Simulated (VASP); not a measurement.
Write the native input for VASP 6.6.1 that does the following.

```yaml
Task: single point
Functional: PBE
Potentials_or_basis: VASP PAW PBE potentials, release 64 (C)
Cutoff: 520 eV
k_mesh: 12 × 12 × 16
Occupations: fermi-dirac, width 0.05 eV
Spin: no spin polarisation
Dipole_correction: no
Further_INCAR_settings: ALGO = Normal; EDIFF = 1e-06; NBANDS = 13
```

The structure of C lies in POSCAR:

```
C
1.0
    5.3523399736      0.0000000000      0.0000000000
   -2.6761699868      4.6352623868      0.0000000000
    0.0000000000      0.0000000000      1.2764179130
C
3
Direct
    0.0000000000      0.0000000000      0.0000000000
    0.3333333333      0.6666666667      0.5000000000
    0.6666666667      0.3333333333      0.5000000000
```

This cell differs from its parent crystal: volume scaled by 0.78.

These files were run (other wordings do the same):

INCAR

```
SYSTEM = C
ALGO = Normal
EDIFF = 1E-6
ENCUT = 520
GGA = PE
ISIF = 2
ISMEAR = -1
LASPH = .TRUE.
LCHARG = .FALSE.
LREAL = .FALSE.
LWAVE = .FALSE.
NBANDS = 13
NELM = 100
PREC = Accurate
SIGMA = 0.05
```

KPOINTS

```
k-points
0
G
  12 12 16
  0 0 0
```

Potentials or basis: VASP PAW PBE potentials, release 64 (C).

Run with:

```console
$ cat potpaw_PBE.64/C/POTCAR > POTCAR
$ mpirun -np 1 vasp_std > vasp.out
```

Results of the run:

```yaml
Pressure: 7.9 GPa
Band_gap_on_the_k_mesh: zero (band 6 reaches 11.81 eV, above the bottom of band 7 at -3.75 eV)
```

Run time: 64 s on 1 thread of Intel(R) Xeon(R) Platinum 8259CL CPU @ 2.50GHz (Skylake/Cascade Lake), with other jobs on the host, peak memory 0.17 GiB.
